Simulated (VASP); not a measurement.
Here is a VASP 6.6.1 calculation.

The input INCAR:

```
SYSTEM = CsSnI3
ALGO = Normal ; EDIFF = 1E-7
ENCUT = 520 ; GGA = PS
ISIF = 2 ; ISMEAR = 0
LASPH = .TRUE. ; LCHARG = .FALSE.
LREAL = .FALSE. ; LWAVE = .FALSE.
NBANDS = 30 ; NELM = 60
PREC = Accurate ; SIGMA = 0.1
```

The input KPOINTS:

```
k-points
0
G
  6 6 6
  0 0 0
```

POSCAR

```
CsSnI3
1.0
    5.5228677997      0.0000000000      0.0000000000
    0.0000000000      5.5228677997      0.0000000000
    0.0000000000      0.0000000000      5.5228677997
Cs Sn I
1 1 3
Direct
    0.0000000000      0.0000000000      0.0000000000
    0.5000000000      0.5000000000      0.5000000000
    0.0000000000      0.5000000000      0.5000000000
    0.5000000000      0.0000000000      0.5000000000
    0.5000000000      0.5000000000      0.0000000000
```

Potentials or basis: VASP PAW PBE potentials, release 64 (Cs_sv, Sn_d, I).

Command:

```sh
$ cat potpaw_PBE.64/Cs_sv/POTCAR potpaw_PBE.64/Sn_d/POTCAR potpaw_PBE.64/I/POTCAR > POTCAR
$ mpirun -np 1 vasp_std > vasp.out
```

(1) Estimate the pressure.

(2) Predict the band gap on the k mesh.

Results:

(1) 12.0 GPa.

(2) zero (bands 22 and 23 overlap by 0.17 eV).

Caveat: the cell stands under pressure; the PAW data sets were made with another functional, which shifts forces and pressure a little; spin-orbit coupling is left out, which moves the levels of the heavy elements.
